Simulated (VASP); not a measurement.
# BaFe2Se2O (Pmn2_1) in VASP: single point with PBE+U

Aim: the single point of BaFe2Se2O with PBE+U.

All numbers are computed with VASP 6.6.1; they aren't measurements. Logs are shortened: lines on timing, memory, paths and dates and some standing lists are left out, and cuts for length are marked.

**1. The cell of the first run**

The structure is orthorhombic, space group Pmn2_1 (No. 31). Conventional cell: a = 10.118 Å, b = 6.861 Å, c = 4.240 Å, α = 90.00°, β = 90.00°, γ = 90.00°. Within 3.5 Å of Ba (site symmetry m) lie 2 O at 2.66 Å and 6 Se at 3.44 to 3.50 Å. Fe (site symmetry 1) has 1 O at 1.93 Å and 3 Se at 2.56 to 2.62 Å within 2.7 Å. Se (site symmetry 1) has 3 Fe at 2.56 to 2.62 Å and 3 Ba at 3.44 to 3.50 Å within 3.5 Å. O (site symmetry m) has 2 Fe at 1.93 Å and 2 Ba at 2.66 Å within 2.7 Å.

**2. Single point, PBE+U, collinear spin, ferromagnetic start (24.53 Å³/atom)**

File INCAR:

```
SYSTEM = BaFe2Se2O
  PREC = Accurate
  ENCUT = 600
  EDIFF = 1E-6
  ISMEAR = 0
  SIGMA = 0.05
  LREAL = .FALSE.
  LASPH = .TRUE.
  NELM = 200
  ALGO = Normal
  ISIF = 2
  LWAVE = .FALSE.
  LCHARG = .TRUE.
  ISPIN = 2
  MAGMOM = 0.01 0.01 3.51 3.51 3.51 3.51 0.08 0.08 0.08 0.08 0.16 0.16
  LORBIT = 11
  LMAXMIX = 4
  LDAU = .TRUE.
  LDAUTYPE = 2
  LDAUL = -1 2 -1 -1
  LDAUU = 0 4 0 0
  LDAUJ = 0 0 0 0
  LDAUPRINT = 1
  GGA = PE
  LVHAR = .TRUE.
  NBANDS = 60
  GGA_COMPAT = .FALSE.
  KPAR = 4
```

File KPOINTS:

```
regular mesh
0
G
  4 2 4
  0 0 0
```

File POSCAR:

```
BaFe2Se2O
1.0
    4.2401565367      0.0000000000      0.0000000000
    0.0000000000     10.1182921158      0.0000000000
    0.0000000000      0.0000000000      6.8611121762
Ba Fe Se O
2 4 4 2
Direct
    0.5004581452      0.0000000000      0.4915935141
    0.0004581452      0.5000000000      0.5084064859
    0.4988263406      0.3369061391      0.1279313438
   -0.0011736594      0.8369061391      0.8720686562
    0.4988263406      0.6630938609      0.1279313438
   -0.0011736594      0.1630938609      0.8720686562
    0.5002105635      0.7064888008      0.7606944294
    0.5002105635      0.2935111992      0.7606944294
    0.0002105635      0.2064888008      0.2393055706
    0.0002105635      0.7935111992      0.2393055706
    0.5014680468      0.5000000000      0.2745647894
    0.0014680468      0.0000000000      0.7254352106
```

Potentials or basis: VASP PAW PBE potentials, release 64 (Ba_sv, Fe, Se, O).

Launch:

```bash
> cat potpaw_PBE.64/Ba_sv/POTCAR potpaw_PBE.64/Fe/POTCAR potpaw_PBE.64/Se/POTCAR potpaw_PBE.64/O/POTCAR > POTCAR
> mpirun -np 4 vasp_std > vasp.out
```

OUTCAR:

```text
SYSTEM = BaFe2Se2O
   PREC = Accurate
   ENCUT = 600
   EDIFF = 1E-6
   ISMEAR = 0
   LREAL = .FALSE.
   LASPH = .TRUE.
   NELM = 200
   ISIF = 2
   ISPIN = 2
   LORBIT = 11
   GGA = PE

 ion  position               nearest neighbor table
   1  0.500  0.000  0.492-  12 2.66  12 2.66  10 3.44   9 3.44   9 3.44  10 3.44   8 3.50   7 3.50
                             6 3.74   4 3.74   4 3.75   6 3.75
   2  0.000  0.500  0.508-  11 2.66  11 2.66   8 3.44   7 3.44   7 3.44   8 3.44  10 3.50   9 3.50
                             5 3.74   3 3.74   3 3.75   5 3.75
   3  0.499  0.337  0.128-  11 1.93   8 2.56   9 2.61   9 2.62   2 3.74   2 3.75
   4  0.999  0.837  0.872-  12 1.93  10 2.56   7 2.61   7 2.62   1 3.74   1 3.75
   5  0.499  0.663  0.128-  11 1.93   7 2.56  10 2.61  10 2.62   2 3.74   2 3.75
   6  0.999  0.163  0.872-  12 1.93   9 2.56   8 2.61   8 2.62   1 3.74   1 3.75
   7  0.500  0.706  0.761-   5 2.56   4 2.61   4 2.62   2 3.44   2 3.44   1 3.50
   8  0.500  0.294  0.761-   3 2.56   6 2.61   6 2.62   2 3.44   2 3.44   1 3.50
   9  0.000  0.206  0.239-   6 2.56   3 2.61   3 2.62   1 3.44   1 3.44   2 3.50
  10  0.000  0.794  0.239-   4 2.56   5 2.61   5 2.62   1 3.44   1 3.44   2 3.50
  11  0.501  0.500  0.275-   3 1.93   5 1.93   2 2.66   2 2.66
  12  0.001  0.000  0.725-   4 1.93   6 1.93   1 2.66   1 2.66

  LATTYP: Found a simple orthorhombic cell.
 ALAT       =     4.2401565367
 B/A-ratio  =     1.6181270943
 C/A-ratio  =     2.3863015500

  Lattice vectors:

 A1 = (  -4.2401565367,   0.0000000000,   0.0000000000)
 A2 = (   0.0000000000,   0.0000000000,   6.8611121762)
 A3 = (   0.0000000000,  10.1182921158,   0.0000000000)

Analysis of symmetry for initial positions (statically):
=====================================================================
 Subroutine PRICEL returns:
 Original cell was already a primitive cell.

 Routine SETGRP: Setting up the symmetry group for a
 simple orthorhombic supercell.

 Subroutine GETGRP returns: Found  4 space group operations
 (whereof  2 operations were pure point group operations)
 out of a pool of  8 trial point group operations.

The static configuration has the point symmetry C_1h.
 The point group associated with its full space group is C_2v.

Analysis of symmetry for dynamics (positions and initial velocities):
=====================================================================
 Subroutine PRICEL returns:
 Original cell was already a primitive cell.

 Routine SETGRP: Setting up the symmetry group for a
 simple orthorhombic supercell.

 Subroutine GETGRP returns: Found  4 space group operations
 (whereof  2 operations were pure point group operations)
 out of a pool of  8 trial point group operations.

The dynamic configuration has the point symmetry C_1h.
 The point group associated with its full space group is C_2v.

Analysis of structural, dynamic, and magnetic symmetry:
=====================================================================
 Subroutine PRICEL returns:
 Original cell was already a primitive cell.

 Routine SETGRP: Setting up the symmetry group for a
 simple orthorhombic supercell.

 Subroutine GETGRP returns: Found  4 space group operations
 (whereof  2 operations were pure point group operations)
 out of a pool of  8 trial point group operations.

The overall configuration has the point symmetry C_1h.
 The point group associated with its full space group is C_2v.

 Subroutine INISYM returns: Found  4 space group operations
 (whereof  2 operations are pure point group operations),
 and found     1 'primitive' translations

----------------------------------------------------------------------------------------

                                     Primitive cell

[... 135 lines left out ...]
   IVDW    =     0    specifies the selected vdW correction
   LEPSILON=     F    determine dielectric tensor
   LRPA    =     F    only Hartree local field effects (RPA)
 spin polarized calculation
 Gauss-broadening in eV      SIGMA  =   0.05
  energy-cutoff  :      600.00
  volume of cell :      294.36
 maximum number of plane-waves:      9868
 NGX is ok and might be reduce to    36
   NGX = 17   NGY = 41   NGZ = 27

atom =   3  type =  2  l = 2

 onsite density matrix

spin component  1
[... 116 lines left out ...]
  o =  0.0252  v =  0.0000  0.0000  0.0000  0.0000  0.0000  0.0007 -0.6173  0.3448 -0.0139 -0.7070      0.0000  0.0000  0.0000  0.0000  0.0000  0.0000  0.0000  0.0000  0.0000  0.0000
  o =  0.0724  v =  0.0000  0.0000  0.0000  0.0000  0.0000 -0.9566  0.0317  0.1429 -0.2478  0.0459      0.0000  0.0000  0.0000  0.0000  0.0000  0.0000  0.0000  0.0000  0.0000  0.0000
  o =  0.0777  v =  0.0000  0.0000  0.0000  0.0000  0.0000 -0.1510 -0.1992 -0.9271 -0.0284 -0.2778      0.0000  0.0000  0.0000  0.0000  0.0000  0.0000  0.0000  0.0000  0.0000  0.0000
  o =  0.1361  v =  0.0000  0.0000  0.0000  0.0000  0.0000 -0.0002 -0.7604 -0.0311  0.0057  0.6486      0.0000  0.0000  0.0000  0.0000  0.0000  0.0000  0.0000  0.0000  0.0000  0.0000
  o =  0.9227  v =  0.0000  0.0000  0.0000  0.0000  0.0000 -0.2492 -0.0021  0.0145  0.9683 -0.0104      0.0000  0.0000  0.0000  0.0000  0.0000  0.0000  0.0000  0.0000  0.0000  0.0000
  o =  0.9556  v = -0.1307  0.0036  0.0054  0.9914 -0.0032  0.0000  0.0000  0.0000  0.0000  0.0000      0.0000  0.0000  0.0000  0.0000  0.0000  0.0000  0.0000  0.0000  0.0000  0.0000
  o =  0.9564  v =  0.0011  0.6030 -0.4146  0.0024  0.6816  0.0000  0.0000  0.0000  0.0000  0.0000      0.0000  0.0000  0.0000  0.0000  0.0000  0.0000  0.0000  0.0000  0.0000  0.0000
  o =  0.9716  v = -0.9809  0.0015  0.1238 -0.1297  0.0759  0.0000  0.0000  0.0000  0.0000  0.0000      0.0000  0.0000  0.0000  0.0000  0.0000  0.0000  0.0000  0.0000  0.0000  0.0000
  o =  0.9724  v = -0.1440  0.0480 -0.8251 -0.0164 -0.5440  0.0000  0.0000  0.0000  0.0000  0.0000      0.0000  0.0000  0.0000  0.0000  0.0000  0.0000  0.0000  0.0000  0.0000  0.0000
  o =  0.9794  v =  0.0104  0.7963  0.3634 -0.0051 -0.4834  0.0000  0.0000  0.0000  0.0000  0.0000      0.0000  0.0000  0.0000  0.0000  0.0000  0.0000  0.0000  0.0000  0.0000  0.0000

 number of electron      88.0000015 magnetization      15.9999885

 Free energy of the ion-electron system (eV)
  ---------------------------------------------------
  ext. energy  EPLUGINS =         0.00000000
  ---------------------------------------------------
  free energy    TOTEN  =       -66.72255751 eV

  energy without entropy =      -66.72255751  energy(sigma->0) =      -66.72255751

 E-fermi :   2.7143     XC(G=0):  -8.9610

 val. band max:        2.4584499062   @ k =   0.0000   0.0000   0.0000
 cond. band min:       3.4548478928   @ k =   0.0000   0.0000   0.0000
 fundamental gap:      0.9963979866
 Fermi energy:         2.7143116397

 spin component 1

 k-point     1 :       0.0000    0.0000    0.0000
  band No.  band energies     occupation
      1     -24.8539      1.00000
      2     -24.8510      1.00000
      3     -15.7195      1.00000
      4     -15.7170      1.00000
      5     -10.8954      1.00000
      6     -10.4371      1.00000
[... 1051 lines left out ...]
     55       6.3695      0.00000
     56       6.3695      0.00000
 Fermi energy:         2.7143116397

 spin component 2

 k-point     1 :       0.0000    0.0000    0.0000
  band No.  band energies     occupation
      1     -24.8429      1.00000
      2     -24.8401      1.00000
      3     -15.3456      1.00000
      4     -15.3442      1.00000
      5     -10.8214      1.00000
      6     -10.3437      1.00000
[... 1051 lines left out ...]
     55       6.9520      0.00000
     56       6.9520      0.00000
 [bands above 56 left out]

------------------------ aborting loop because EDIFF is reached ----------------------------------------

  FORCE on cell =-STRESS in cart. coord.  units (eV):
  Direction    XX          YY          ZZ          XY          YZ          ZX
  --------------------------------------------------------------------------------------
  -------------------------------------------------------------------------------------
  Total        0.6249762      0.5189123     -0.3351168      0.0000000      0.0000000      0.0000000
  in kB        3.4016564      2.8243658     -1.8239929      0.0000000      0.0000000      0.0000000
  external PRESSURE =       1.4673431 kB  Pullay stress =       0.0000000 kB

 VOLUME and BASIS-vectors are now :
 -----------------------------------------------------------------------------
  energy-cutoff  :      600.00
  volume of cell :      294.36
      direct lattice vectors                 reciprocal lattice vectors
     4.240156537  0.000000000  0.000000000     0.235840350  0.000000000  0.000000000
     0.000000000 10.118292116  0.000000000     0.000000000  0.098830908  0.000000000
     0.000000000  0.000000000  6.861112176     0.000000000  0.000000000  0.145748965

 POSITION                                       TOTAL-FORCE (eV/Angst)
 -----------------------------------------------------------------------------------
      2.12202      0.00000      3.37288         0.002130      0.000000     -0.079914
      0.00194      5.05915      3.48823         0.002130      0.000000      0.079914
      2.11510      3.40891      0.87775         0.022432     -0.117265      0.280943
      4.23518      8.46806      5.98336         0.022432     -0.117265     -0.280943
      2.11510      6.70938      0.87775         0.022432      0.117265      0.280943
      4.23518      1.65023      5.98336         0.022432      0.117265     -0.280943
      2.12097      7.14846      5.21921        -0.010039     -0.034378      0.088477
      2.12097      2.96983      5.21921        -0.010039      0.034378      0.088477
      0.00089      2.08931      1.64190        -0.010039     -0.034378     -0.088477
      0.00089      8.02898      1.64190        -0.010039      0.034378     -0.088477
      2.12630      5.05915      1.88382        -0.026915      0.000000     -0.495562
      0.00622      0.00000      4.97729        -0.026915      0.000000      0.495562
 -----------------------------------------------------------------------------------
    total drift:                               -0.000063     -0.000000     -0.000004

  FREE ENERGIE OF THE ION-ELECTRON SYSTEM (eV)
  ---------------------------------------------------
  free  energy   TOTEN  =       -66.7225575124 eV

  energy  without entropy=      -66.7225575124  energy(sigma->0) =      -66.72255751

 total charge

# of ion       s       p       d       tot
------------------------------------------
    1        2.004   5.616   0.266   7.885
    2        2.004   5.616   0.266   7.885
    3        0.342   0.355   6.050   6.747
    4        0.342   0.355   6.050   6.747
    5        0.342   0.355   6.050   6.747
    6        0.342   0.355   6.050   6.747
    7        1.437   2.434   0.018   3.889
    8        1.437   2.434   0.018   3.889
    9        1.437   2.434   0.018   3.889
   10        1.437   2.434   0.018   3.889
   11        1.554   3.456   0.000   5.010
   12        1.554   3.456   0.000   5.010
--------------------------------------------------
tot         14.233  29.297  24.801  68.331

 magnetization (x)

# of ion       s       p       d       tot
------------------------------------------
    1        0.002   0.002   0.013   0.017
    2        0.002   0.002   0.013   0.017
    3        0.037   0.041   3.597   3.676
    4        0.037   0.041   3.597   3.676
    5        0.037   0.041   3.597   3.676
    6        0.037   0.041   3.597   3.676
    7        0.006   0.057   0.003   0.065
    8        0.006   0.057   0.003   0.065
    9        0.006   0.057   0.003   0.065
   10        0.006   0.057   0.003   0.065
   11        0.005   0.133   0.000   0.138
   12        0.005   0.133   0.000   0.138
--------------------------------------------------
tot          0.187   0.664  14.424  15.275
```

Run time: 11 min. Hardware: 4 MPI ranks of Intel Xeon Platinum 8488C (Sapphire Rapids), shared host; peak memory 0.95 GiB.

Results:

* Free energy: -66.7226 eV
* Pressure: 0.1 GPa
* Largest force: 0.496 eV/Å
* Band gap on the k mesh: 1.00 eV
* Net moment: 16.00 μB per cell
* Site moments: Ba +0.02; Fe +3.68; Se +0.07; O +0.14 μB
* Valence electrons inside the program's atomic spheres: Ba 7.88; Fe 6.75; Se 3.89; O 5.01

Forces in eV/Å, atoms in the order of the input:
```
Ba   0.002  0.000 -0.080
Ba   0.002  0.000  0.080
Fe   0.022 -0.117  0.281
Fe   0.022 -0.117 -0.281
Fe   0.022  0.117  0.281
Fe   0.022  0.117 -0.281
Se  -0.010 -0.034  0.088
Se  -0.010  0.034  0.088
Se  -0.010 -0.034 -0.088
Se  -0.010  0.034 -0.088
O   -0.027  0.000 -0.496
O   -0.027  0.000  0.496
```

Eigenvalues of the final occupation matrices:
```csv
site,spin,trace,eigenvalues
site 3 d,1,4.84,0.96 0.96 0.97 0.97 0.98
site 3 d,2,1.23,0.03 0.07 0.08 0.14 0.92
site 4 d,1,4.84,0.96 0.96 0.97 0.97 0.98
site 4 d,2,1.23,0.03 0.07 0.08 0.14 0.92
site 5 d,1,4.84,0.96 0.96 0.97 0.97 0.98
site 5 d,2,1.23,0.03 0.07 0.08 0.14 0.92
site 6 d,1,4.84,0.96 0.96 0.97 0.97 0.98
site 6 d,2,1.23,0.03 0.07 0.08 0.14 0.92
```

Caveat: spin-orbit coupling is left out, which moves the levels of the heavy elements; the run started ferromagnetic, and an antiferromagnetic order may lie lower in energy. A k mesh can miss the band edges.
